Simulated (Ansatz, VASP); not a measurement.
## Cs4Ge: VASP beside Ansatz

INCAR

```
SYSTEM = Cs4Ge
  PREC = Accurate
  ENCUT = 520
  EDIFF = 1E-6
  ISMEAR = 0
  SIGMA = 0.1
  LREAL = .FALSE.
  LASPH = .TRUE.
  NELM = 100
  ALGO = Normal
  ISIF = 2
  LWAVE = .FALSE.
  LCHARG = .TRUE.
  LDIPOL = .TRUE.
  IDIPOL = 3
  DIPOL = 0.5 0.5 0.500
  GGA = PE
  LELF = .TRUE.
  LVHAR = .TRUE.
  LVACPOTAV = .TRUE.
  NBANDS = 33
```

The input KPOINTS:

```
Automatic mesh
0
G
  3 3 1
  0 0 0
```

POSCAR

```
Cs4Ge
1.0
    5.9257710000      0.0000000000      0.0000000000
   -2.9628860000      5.1318680000      0.0000000000
    0.0000000000      0.0000000000     17.0000000000
Cs Ge
4 1
Direct
    0.3333333300      0.6666666700      0.5644586500
    0.3333333300      0.6666666700      0.4355413500
    0.6666666700      0.3333333300      0.4355413500
    0.6666666700      0.3333333300      0.5644586500
    0.0000000000      0.0000000000      0.5000000000
```

Input for Ansatz:

```yaml
crystal:
  lattice:
    - [5.925771, 0.0, 0.0]
    - [-2.962886, 5.131868, 0.0]
    - [0.0, 0.0, 17.0]
  atoms:
    - { symbol: Cs, position: [0.33333333, 0.66666667, 0.56445865] }
    - { symbol: Cs, position: [0.33333333, 0.66666667, 0.43554135] }
    - { symbol: Cs, position: [0.66666667, 0.33333333, 0.43554135] }
    - { symbol: Cs, position: [0.66666667, 0.33333333, 0.56445865] }
    - { symbol: Ge, position: [0.0, 0.0, 0.5] }
  periodic: [true, true, false]
basis:
  ecutwfc: 420
kpoints:
  mp_grid: { grid: [3, 3, 1] }
hamiltonian:
  xc: pbe
scf:
  occupations: { method: gaussian, width: 0.1 }
  lower_state_search: "off"
output:
  forces: true
  stress: true
  eigenvalues: true
```

Alike in both runs: task single point; functional PBE; k mesh 3 × 3 × 1; occupations gaussian, width 0.1 eV; no spin polarisation.

```csv
,VASP,Ansatz
version,VASP 6.6.1,Ansatz 0.2.0
potentials or method,"VASP PAW PBE potentials, release 64 (Cs_sv, Ge_d), cutoff 520 eV","scalar-relativistic, plane waves, PAW"
valence electrons in the cell,50,50
```

|  | VASP | Ansatz | Ansatz less VASP |
| --- | --- | --- | --- |
| rms of the force components (eV/Å) | 14.536 | 13.622 | -0.9142 |

Atom by atom the forces differ by 0.914 eV/Å (rms over components). Ansatz's warnings: slab cell height set.

The k mesh is coarse, so the values compare programs but aren't converged. Neither program's run includes spin-orbit coupling.
